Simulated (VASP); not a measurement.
A run of VASP 6.6.1 is set up as follows.

INCAR

```
PREC = Accurate
ENCUT = 520
EDIFF = 1E-6
ISMEAR = 0
SIGMA = 0.02
LREAL = False
LASPH = True
NELM = 100
ALGO = Normal
ISIF = 2
LWAVE = False
LCHARG = True
GGA = PE
IVDW = 12
LELF = True
LVHAR = True
NBANDS = 19
```

Contents of KPOINTS:

```
regular mesh
0
Gamma
  12 12 6
```

POSCAR

```
ZrS2
1.0
    3.6350196955      0.0000000000      0.0000000000
   -1.8175098477      3.1480193995      0.0000000000
    0.0000000000      0.0000000000      5.7227454100
Zr S
1 2
Direct
    0.0000000000      0.0000000000      0.0000000000
    0.3333333333      0.6666666667      0.2552453905
    0.6666666667      0.3333333333      0.7447546095
```

Potentials or basis: VASP PAW PBE potentials, release 64 (Zr_sv, S).

Command:

```bash
$ cat potpaw_PBE.64/Zr_sv/POTCAR potpaw_PBE.64/S/POTCAR > POTCAR
$ mpirun -np 1 vasp_std > vasp.out
```

Question: Predict the pressure.

Answer: -0.1 GPa.

Question: Estimate the dispersion energy per atom.

Answer: -0.363 eV.

Forces in eV/Å, atoms in the order of the input:
```
Zr   0.000  0.000  0.000
S    0.000  0.000  0.004
S    0.000  0.000 -0.004
```

**What was measured.**

“Stress-Tuned Optical Transitions in Layered 1T-MX2 (M= Hf, Zr, Sn; X= S, Se) Crystals”, 2022, arxiv:2210.12074 quotes, for a bulk crystal of ZrS2: band gap 1.68 eV (indirect).

A measured gap of ZrS2 is 1.68 eV (indirect; quoted in “Stress-Tuned Optical Transitions in Layered 1T-MX2 (M= Hf, Zr, Sn; X= S, Se) Crystals”, 2022, arxiv:2210.12074); the calculated 0.67 eV misses it by -1.01 eV. So large a miss can be the level of theory's own, or it may mean another phase, state or a wrong row. Spin-orbit coupling on Zr is left out. The value is that of PBE+D3(BJ) on a finite k mesh, which can miss the band edges, without temperature or zero-point motion. Semilocal functionals fall short of measured gaps as a rule.
